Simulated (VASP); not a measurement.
Here is a VASP 6.6.1 calculation.

The input INCAR:

```
SYSTEM = ZrN
  ALGO = Normal
  EDIFF = 1E-6
  ENCUT = 600
  GGA = PE
  GGA_COMPAT = .False.
  ISIF = 2
  ISMEAR = 0
  IVDW = 12
  LASPH = .True.
  LCHARG = .False.
  LREAL = .False.
  LWAVE = .False.
  NBANDS = 16
  NELM = 120
  PREC = Accurate
  SIGMA = 0.05
```

The input KPOINTS:

```
k-points
0
Gamma
  8 8 8
  0 0 0
```

POSCAR

```
ZrN
1.0
    0.0000000000      2.2771408581      2.2771408581
    2.2771408581      0.0000000000      2.2771408581
    2.2771408581      2.2771408581      0.0000000000
Zr N
1 1
Direct
    0.5000000000      0.5000000000      0.5000000000
    0.0000000000      0.0000000000      0.0000000000
```

Potentials or basis: VASP PAW PBE potentials, release 64 (Zr_sv, N).

Run with:

```console
$ cat potpaw_PBE.64/Zr_sv/POTCAR potpaw_PBE.64/N/POTCAR > POTCAR
$ mpirun -np 1 vasp_std > vasp.out
```

Task: What does it give for the pressure?

Result: 1.2 GPa.

Task: Predict the dispersion energy per atom.

Result: -0.435 eV.

Caveat: pairwise dispersion overbinds metals, which lowers pressure and volume.
